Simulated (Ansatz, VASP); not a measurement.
Two plane-wave programs on SiC

```
C Si
1.0
     0.00000    2.08810    2.08810
     2.08810    0.00000    2.08810
     2.08810    2.08810    0.00000
C Si
1 1
Direct
  0.00000 0.00000 0.00000
  0.50000 0.50000 0.50000
```

Alike in both runs: task single point; functional LDA; k mesh 8 × 8 × 8; occupations gaussian, width 0.1 eV; no spin polarisation.

|  | VASP | Ansatz |
| --- | --- | --- |
| version | VASP 6.6.1 | Ansatz 0.2.0 |
| potentials or method | VASP PAW LDA potentials, release 64 (C, Si), cutoff 600 eV | scalar-relativistic, plane waves, PAW |
| valence electrons in the cell | 8 | 8 |

```tsv
	VASP	Ansatz	Ansatz less VASP
gap on the k mesh at the Fermi level (eV)	none	none	-
pressure (GPa)	-23.9	-24.2	-0.36
```

LDA's correlation is that of Perdew and Zunger in VASP and of Perdew and Wang (1992) in Ansatz. A gap of «none» marks a metal or a gap that the smearing closes.
